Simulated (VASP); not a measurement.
# YNbSe3 (Pm-3m) in VASP: notebook

The runs below take YNbSe3 through single point, relaxation of cell and atoms, with PBE.

All numbers are computed with VASP 6.6.1; they aren't measurements. Logs are shortened: lines on timing, memory, paths and dates and some standing lists are left out, and cuts for length are marked.

### Step 1. The cell of the first run

The structure is cubic, space group Pm-3m (No. 221). The conventional cell has a = 5.345 Å, b = 5.345 Å, c = 5.345 Å, α = 90.00°, β = 90.00°, γ = 90.00°. Y (site symmetry m-3m) has 6 Se at 2.67 Å within 3.5 Å. Nb (site symmetry m-3m) has 12 Se at 3.78 Å and 8 Y at 4.63 Å within 5.0 Å. Within 3.5 Å of Se (site symmetry 4/mmm) lie 2 Y at 2.67 Å.

The cell was generated, and may not be a known phase.

### Step 2. Single point, PBE, collinear spin

INCAR reads:

```
ALGO = Normal ; EDIFF = 1E-6
ENCUT = 520 ; GGA = PE
ISIF = 2 ; ISMEAR = 0
ISPIN = 2 ; LASPH = T
LCHARG = F ; LMAXMIX = 4
LORBIT = 11 ; LREAL = F
LWAVE = F ; MAGMOM = 0 3.16 -0.28 -0.28 -0.28
NBANDS = 33 ; NELM = 150
PREC = Accurate ; SIGMA = 0.1
```

KPOINTS reads:

```
k-points
0
Gamma
  8 8 8
```

POSCAR reads:

```
YNbSe3
1.0
    5.3448242123      0.0000000000      0.0000000000
    0.0000000000      5.3448242123      0.0000000000
    0.0000000000      0.0000000000      5.3448242123
Y Nb Se
1 1 3
Direct
    0.0000000000      0.0000000000      0.0000000000
    0.5000000000      0.5000000000      0.5000000000
    0.5000000000      0.0000000000      0.0000000000
    0.0000000000      0.5000000000      0.0000000000
    0.0000000000      0.0000000000      0.5000000000
```

Potentials or basis: VASP PAW PBE potentials, release 64 (Y_sv, Nb_sv, Se).

On the command line:

```bash
cat potpaw_PBE.64/Y_sv/POTCAR potpaw_PBE.64/Nb_sv/POTCAR potpaw_PBE.64/Se/POTCAR > POTCAR
mpirun -np 1 vasp_std > vasp.out
```

OUTCAR:

```text
EDIFF = 1E-6
   ENCUT = 520
   GGA = PE
   ISIF = 2
   ISMEAR = 0
   ISPIN = 2
   LASPH = T
   LORBIT = 11
   LREAL = F
   NELM = 150
   PREC = Accurate

 ion  position               nearest neighbor table
   1  0.000  0.000  0.000-   3 2.67   4 2.67   5 2.67   5 2.67   4 2.67   3 2.67
   2  0.500  0.500  0.500-
   3  0.500  0.000  0.000-   1 2.67   1 2.67
   4  0.000  0.500  0.000-   1 2.67   1 2.67
   5  0.000  0.000  0.500-   1 2.67   1 2.67

  LATTYP: Found a simple cubic cell.
 ALAT       =     5.3448242123

  Lattice vectors:

 A1 = (   5.3448242123,   0.0000000000,   0.0000000000)
 A2 = (   0.0000000000,   5.3448242123,   0.0000000000)
 A3 = (   0.0000000000,   0.0000000000,   5.3448242123)

Analysis of symmetry for initial positions (statically):
=====================================================================
 Subroutine PRICEL returns:
 Original cell was already a primitive cell.

 Routine SETGRP: Setting up the symmetry group for a
 simple cubic supercell.

 Subroutine GETGRP returns: Found 48 space group operations
 (whereof 48 operations were pure point group operations)
 out of a pool of 48 trial point group operations.

The static configuration has the point symmetry O_h .

Analysis of symmetry for dynamics (positions and initial velocities):
=====================================================================
 Subroutine PRICEL returns:
 Original cell was already a primitive cell.

 Routine SETGRP: Setting up the symmetry group for a
 simple cubic supercell.

 Subroutine GETGRP returns: Found 48 space group operations
 (whereof 48 operations were pure point group operations)
 out of a pool of 48 trial point group operations.

The dynamic configuration has the point symmetry O_h .

Analysis of structural, dynamic, and magnetic symmetry:
=====================================================================
 Subroutine PRICEL returns:
 Original cell was already a primitive cell.

 Routine SETGRP: Setting up the symmetry group for a
 simple cubic supercell.

 Subroutine GETGRP returns: Found 48 space group operations
 (whereof 48 operations were pure point group operations)
 out of a pool of 48 trial point group operations.

The overall configuration has the point symmetry O_h .

 Subroutine INISYM returns: Found 48 space group operations
 (whereof 48 operations are pure point group operations),
 and found     1 'primitive' translations

[... 134 lines left out ...]
  volume of cell :      152.69
 maximum number of plane-waves:      4224
 NGX is ok and might be reduce to    40
   NGX = 19   NGY = 19   NGZ = 19

 number of electron      41.9999996 magnetization       2.0609545

 Free energy of the ion-electron system (eV)
  ---------------------------------------------------
  ext. energy  EPLUGINS =         0.00000000
  ---------------------------------------------------
  free energy    TOTEN  =       -26.66521502 eV

  energy without entropy =      -26.64892807  energy(sigma->0) =      -26.65707155

 E-fermi :   2.4858     XC(G=0):  -8.8817

 val. band max:        2.4821705466   @ k =   0.5000   0.5000   0.2500
 cond. band min:       2.5090970230   @ k =   0.3750   0.3750   0.0000
 fundamental gap:      0.0269264764
 Fermi energy:         2.4858123422

 spin component 1

 k-point     1 :       0.0000    0.0000    0.0000
  band No.  band energies     occupation
      1     -53.7189      1.00000
      2     -38.8945      1.00000
      3     -29.8589      1.00000
      4     -29.8589      1.00000
      5     -29.8589      1.00000
      6     -19.0550      1.00000
[... 853 lines left out ...]
     32       8.0597      0.00000
     33       8.1794      0.00000

 [... further k-points ...]

 spin component 2

 k-point     1 :       0.0000    0.0000    0.0000
  band No.  band energies     occupation
      1     -52.0922      1.00000
      2     -38.8858      1.00000
      3     -27.9978      1.00000
      4     -27.9978      1.00000
      5     -27.9978      1.00000
      6     -19.0449      1.00000
[... 853 lines left out ...]
     32       8.3361      0.00000
     33       8.7887      0.00000

 [... further k-points ...]

------------------------ aborting loop because EDIFF is reached ----------------------------------------

  FORCE on cell =-STRESS in cart. coord.  units (eV):
  Direction    XX          YY          ZZ          XY          YZ          ZX
  --------------------------------------------------------------------------------------
  -------------------------------------------------------------------------------------
  Total       -0.0266828     -0.0266828     -0.0266828     -0.0000000      0.0000000      0.0000000
  in kB       -0.2799899     -0.2799899     -0.2799899     -0.0000000      0.0000000      0.0000000
  external PRESSURE =      -0.2799899 kB  Pullay stress =       0.0000000 kB

 VOLUME and BASIS-vectors are now :
 -----------------------------------------------------------------------------
  energy-cutoff  :      520.00
  volume of cell :      152.69
      direct lattice vectors                 reciprocal lattice vectors
     5.344824212  0.000000000  0.000000000     0.187096892  0.000000000  0.000000000
     0.000000000  5.344824212  0.000000000     0.000000000  0.187096892  0.000000000
     0.000000000  0.000000000  5.344824212     0.000000000  0.000000000  0.187096892

 POSITION                                       TOTAL-FORCE (eV/Angst)
 -----------------------------------------------------------------------------------
      0.00000      0.00000      0.00000         0.000000      0.000000      0.000000
      2.67241      2.67241      2.67241         0.000000      0.000000      0.000000
      2.67241      0.00000      0.00000         0.000000      0.000000      0.000000
      0.00000      2.67241      0.00000         0.000000      0.000000      0.000000
      0.00000      0.00000      2.67241         0.000000      0.000000      0.000000
 -----------------------------------------------------------------------------------
    total drift:                                0.000000      0.000000     -0.000000

  FREE ENERGIE OF THE ION-ELECTRON SYSTEM (eV)
  ---------------------------------------------------
  free  energy   TOTEN  =       -26.6652150239 eV

  energy  without entropy=      -26.6489280741  energy(sigma->0) =      -26.65707155

 total charge

# of ion       s       p       d       f       tot
--------------------------------------------------
    1        2.213   6.549   1.114   0.097   9.973
    2        2.052   5.882   2.516   0.000  10.451
    3        1.470   2.356   0.013   0.000   3.839
    4        1.470   2.356   0.013   0.000   3.839
    5        1.470   2.356   0.013   0.000   3.839
--------------------------------------------------
tot          8.677  19.500   3.668   0.097  31.941

 magnetization (x)

# of ion       s       p       d       f       tot
--------------------------------------------------
    1        0.003   0.006   0.014  -0.005   0.018
    2        0.032   0.014   2.302   0.000   2.348
    3       -0.003  -0.258   0.001   0.000  -0.259
    4       -0.003  -0.258   0.001   0.000  -0.259
    5       -0.003  -0.258   0.001   0.000  -0.259
--------------------------------------------------
tot          0.026  -0.753   2.321  -0.005   1.588
```

OSZICAR:

```text
N       E                     dE             d eps       ncg     rms          rms(c)
DAV:   1     0.290624595413E+03    0.29062E+03   -0.19301E+04  4636   0.113E+03
DAV:   2    -0.569418706924E+01   -0.29632E+03   -0.28528E+03  6192   0.315E+02
DAV:   3    -0.297576793826E+02   -0.24063E+02   -0.23496E+02  7120   0.732E+01
DAV:   4    -0.312853800529E+02   -0.15277E+01   -0.14919E+01  7511   0.181E+01
DAV:   5    -0.313220295700E+02   -0.36650E-01   -0.36602E-01  6611   0.200E+00    0.438E+01
DAV:   6    -0.285344583475E+02    0.27876E+01   -0.31575E+01  5942   0.131E+01    0.275E+01
DAV:   7    -0.288453755963E+02   -0.31092E+00   -0.61980E+01  6709   0.223E+01    0.233E+01
DAV:   8    -0.263566421478E+02    0.24887E+01   -0.63030E+00  5748   0.681E+00    0.443E+00
DAV:   9    -0.266424947406E+02   -0.28585E+00   -0.79428E-01  6015   0.344E+00    0.263E+00
DAV:  10    -0.266572607896E+02   -0.14766E-01   -0.24978E-01  6341   0.190E+00    0.906E-01
DAV:  11    -0.266668445092E+02   -0.95837E-02   -0.55198E-02  5891   0.870E-01    0.592E-01
DAV:  12    -0.266643392641E+02    0.25052E-02   -0.11003E-02  6220   0.384E-01    0.254E-01
DAV:  13    -0.266650977210E+02   -0.75846E-03   -0.36596E-03  6387   0.163E-01    0.137E-01
DAV:  14    -0.266651439645E+02   -0.46244E-04   -0.83764E-04  5859   0.126E-01    0.700E-02
DAV:  15    -0.266652100941E+02   -0.66130E-04   -0.24546E-04  6206   0.516E-02    0.254E-02
DAV:  16    -0.266652149096E+02   -0.48155E-05   -0.15020E-05  5877   0.164E-02    0.811E-03
DAV:  17    -0.266652150239E+02   -0.11427E-06   -0.21058E-06  4769   0.745E-03
   1 F= -.26665215E+02 E0= -.26657072E+02  d E =-.162869E-01  mag=     2.0611
```

Wall time 6 min (1 thread of Intel Xeon Platinum 8259CL at 2.50GHz (Skylake/Cascade Lake), shared host); peak memory 0.49 GiB.

What came out:

```yaml
Free_energy: -26.6652 eV
Pressure: 0.0 GPa
Net_moment: 2.06 μB per cell
Site_moments: Y +0.02; Nb +2.35; Se -0.26 μB
Valence_electrons_inside_the_program's_atomic_spheres: Y 9.97; Nb 10.45; Se 3.84
```

### Step 3. Single point, PBE, collinear spin

This run uses another cell than the first one, of 26.22 Å³/atom.

INCAR reads:

```
PREC     = Accurate       # precision mode
ENCUT    = 520            # plane-wave cutoff, eV
EDIFF    = 1E-6           # SCF threshold, eV
ISMEAR   = 0              # smearing method
SIGMA    = 0.1            # smearing width, eV
LREAL    = F              # projectors in reciprocal space
LASPH    = T              # aspherical terms in the spheres
NELM     = 150            # most SCF steps
ALGO     = Normal         # electronic algorithm
ISIF     = 2              # what is computed and relaxed
LWAVE    = F              # write WAVECAR
LCHARG   = F              # write CHGCAR
ISPIN    = 2              # spin polarisation
MAGMOM   = 0.01 2.92 -0.21 -0.21 -0.21 # initial moments
LORBIT   = 11             # projections on sites
LMAXMIX  = 4              # l up to which the mixer works
GGA      = PE             # functional
NBANDS   = 33             # bands
```

KPOINTS reads:

```
regular mesh
0
Gamma
  4 4 4
```

POSCAR: that of step 2 with these lines changed.

```diff
@@ -2,5 +2,5 @@
 1.0
-    5.3448242123      0.0000000000      0.0000000000
-    0.0000000000      5.3448242123      0.0000000000
-    0.0000000000      0.0000000000      5.3448242123
+    5.0799223800      0.0000000000      0.0000000000
+    0.0000000000      5.0799223800      0.0000000000
+    0.0000000000      0.0000000000      5.0799223800
 Y Nb Se
```

Potentials or basis: VASP PAW PBE potentials, release 64 (Y_sv, Nb_sv, Se).

On the command line:

```bash
cat potpaw_PBE.64/Y_sv/POTCAR potpaw_PBE.64/Nb_sv/POTCAR potpaw_PBE.64/Se/POTCAR > POTCAR
mpirun -np 1 vasp_std > vasp.out
```

OUTCAR:

```text
PREC = Accurate
   ENCUT = 520
   EDIFF = 1E-6
   ISMEAR = 0
   LREAL = F
   LASPH = T
   NELM = 150
   ISIF = 2
   ISPIN = 2
   LORBIT = 11
   GGA = PE

 ion  position               nearest neighbor table
   1  0.000  0.000  0.000-   3 2.54   4 2.54   5 2.54   5 2.54   4 2.54   3 2.54
   2  0.500  0.500  0.500-
   3  0.500  0.000  0.000-   1 2.54   1 2.54
   4  0.000  0.500  0.000-   1 2.54   1 2.54
   5  0.000  0.000  0.500-   1 2.54   1 2.54

  LATTYP: Found a simple cubic cell.
 ALAT       =     5.0799223800

  Lattice vectors:

 A1 = (   5.0799223800,   0.0000000000,   0.0000000000)
 A2 = (   0.0000000000,   5.0799223800,   0.0000000000)
 A3 = (   0.0000000000,   0.0000000000,   5.0799223800)

Analysis of symmetry for initial positions (statically):
[... 914 lines left out ...]
  Direction    XX          YY          ZZ          XY          YZ          ZX
  --------------------------------------------------------------------------------------
  -------------------------------------------------------------------------------------
  Total        7.8978263      7.8978263      7.8978263      0.0000000     -0.0000000      0.0000000
  in kB       96.5265828     96.5265828     96.5265828      0.0000000     -0.0000000      0.0000000
  external PRESSURE =      96.5265828 kB  Pullay stress =       0.0000000 kB

 VOLUME and BASIS-vectors are now :
 -----------------------------------------------------------------------------
  energy-cutoff  :      520.00
  volume of cell :      131.09
      direct lattice vectors                 reciprocal lattice vectors
     5.079922380  0.000000000  0.000000000     0.196853402  0.000000000  0.000000000
     0.000000000  5.079922380  0.000000000     0.000000000  0.196853402  0.000000000
     0.000000000  0.000000000  5.079922380     0.000000000  0.000000000  0.196853402

 POSITION                                       TOTAL-FORCE (eV/Angst)
 -----------------------------------------------------------------------------------
      0.00000      0.00000      0.00000         0.000000      0.000000      0.000000
      2.53996      2.53996      2.53996         0.000000      0.000000      0.000000
      2.53996      0.00000      0.00000         0.000000      0.000000      0.000000
      0.00000      2.53996      0.00000         0.000000      0.000000      0.000000
      0.00000      0.00000      2.53996         0.000000      0.000000      0.000000
 -----------------------------------------------------------------------------------
    total drift:                                0.000000      0.000000     -0.000000

  FREE ENERGIE OF THE ION-ELECTRON SYSTEM (eV)
  ---------------------------------------------------
  free  energy   TOTEN  =       -26.0834436682 eV

  energy  without entropy=      -26.0678830722  energy(sigma->0) =      -26.07566337

 total charge

# of ion       s       p       d       f       tot
--------------------------------------------------
    1        2.254   6.776   1.411   0.148  10.588
    2        2.061   5.890   2.478   0.000  10.428
    3        1.478   2.406   0.022   0.000   3.906
    4        1.478   2.406   0.022   0.000   3.906
    5        1.478   2.406   0.022   0.000   3.906
--------------------------------------------------
tot          8.750  19.882   3.955   0.148  32.735

 magnetization (x)

# of ion       s       p       d       f       tot
--------------------------------------------------
    1        0.003   0.001   0.015  -0.008   0.012
    2        0.034   0.013   2.174   0.000   2.221
    3       -0.001  -0.205   0.003   0.000  -0.202
    4       -0.001  -0.205   0.003   0.000  -0.202
    5       -0.001  -0.205   0.003   0.000  -0.202
--------------------------------------------------
tot          0.035  -0.599   2.198  -0.008   1.626
```

OSZICAR:

```text
N       E                     dE             d eps       ncg     rms          rms(c)
DAV:   1     0.297991751971E+03    0.29799E+03   -0.19617E+04  1320   0.116E+03
DAV:   2    -0.534296302972E+01   -0.30333E+03   -0.29169E+03  1741   0.328E+02
DAV:   3    -0.291602247382E+02   -0.23817E+02   -0.23262E+02  2007   0.736E+01
DAV:   4    -0.307760818233E+02   -0.16159E+01   -0.15904E+01  2143   0.188E+01
DAV:   5    -0.308070217739E+02   -0.30940E-01   -0.30912E-01  1849   0.187E+00    0.601E+01
DAV:   6    -0.284609198860E+02    0.23461E+01   -0.32513E+01  1746   0.138E+01    0.267E+01
DAV:   7    -0.300088704900E+02   -0.15480E+01   -0.91975E+01  1809   0.276E+01    0.318E+01
DAV:   8    -0.260897272997E+02    0.39191E+01   -0.61854E+00  1700   0.706E+00    0.863E+00
DAV:   9    -0.258947035560E+02    0.19502E+00   -0.17368E+00  1735   0.363E+00    0.479E+00
DAV:  10    -0.261288716691E+02   -0.23417E+00   -0.91679E-01  1778   0.221E+00    0.283E+00
DAV:  11    -0.260535300136E+02    0.75342E-01   -0.56657E-01  1717   0.270E+00    0.152E+00
DAV:  12    -0.261093308932E+02   -0.55801E-01   -0.10822E-01  1561   0.106E+00    0.167E+00
DAV:  13    -0.260834732520E+02    0.25858E-01   -0.86826E-02  1731   0.761E-01    0.445E-01
DAV:  14    -0.260833550218E+02    0.11823E-03   -0.66023E-03  1882   0.237E-01    0.118E-01
DAV:  15    -0.260834239107E+02   -0.68889E-04   -0.15162E-03  1702   0.107E-01    0.502E-02
DAV:  16    -0.260834430068E+02   -0.19096E-04   -0.91169E-05  1724   0.451E-02    0.279E-02
DAV:  17    -0.260834429883E+02    0.18415E-07   -0.16707E-05  1813   0.162E-02    0.817E-03
DAV:  18    -0.260834436682E+02   -0.67985E-06   -0.20030E-06  1220   0.569E-03
   1 F= -.26083444E+02 E0= -.26075663E+02  d E =-.155606E-01  mag=     2.1924
```

stdout:

```text
POSCAR found type information on POSCAR Y NbSe
 POSCAR found :  3 types and       5 ions
 scaLAPACK will be used
 LDA part: xc-table for (Slater+PW92), standard interpolation
 POSCAR, INCAR and KPOINTS ok, starting setup
 FFT: planning ... GRIDC
 FFT: planning ... GRID_SOFT
 FFT: planning ... GRID
 WAVECAR not read
 entering main loop
```

Wall time 70 s (1 thread of AMD EPYC 9R45 (Zen 5), shared host); peak memory 0.3 GiB.

What came out:

- Free energy: -26.0834 eV
- Pressure: 9.7 GPa
- Net moment: 2.19 μB per cell
- Site moments: Y +0.01; Nb +2.22; Se -0.20 μB
- Valence electrons inside the program's atomic spheres: Y 10.59; Nb 10.43; Se 3.91

Levels at points of the mesh, in eV from the Fermi level:
Spin up:
| k point | band 19 | band 20 | band 21 | band 22 | band 23 | band 24 | band 25 | band 26 |
| --- | --- | --- | --- | --- | --- | --- | --- | --- |
| (0.00, 0.00, 0.00) | -0.83 | -0.66 | -0.66 | -0.66 | -0.13 | 0.12 | 0.12 | 0.12 |
| (0.50, 0.00, 0.00) | -0.54 | -0.46 | -0.39 | -0.39 | 0.65 | 0.81 | 0.81 | 2.04 |
| (0.50, 0.50, 0.00) | -1.12 | -0.75 | -0.47 | -0.28 | 0.51 | 0.51 | 0.95 | 2.21 |
| (0.50, 0.50, 0.50) | -0.43 | -0.43 | -0.38 | -0.38 | -0.16 | 0.44 | 0.44 | 0.44 |
Spin down:
```
           k point  band 17  band 18  band 19  band 20  band 21  band 22  band 23  band 24
(0.00, 0.00, 0.00)    -1.31    -0.03    -0.03    -0.03     0.86     0.86     0.86     1.05
(0.50, 0.00, 0.00)    -2.60    -2.13    -0.37    -0.37     1.28     1.66     2.02     2.23
(0.50, 0.50, 0.00)    -2.26    -2.26    -1.24    -0.13     1.56     1.57     2.15     2.15
(0.50, 0.50, 0.50)    -3.10     0.11     0.11     0.11     1.07     1.37     1.37     1.37
```

Caveat: the cell stands under pressure.

[end of part 1 of 3]
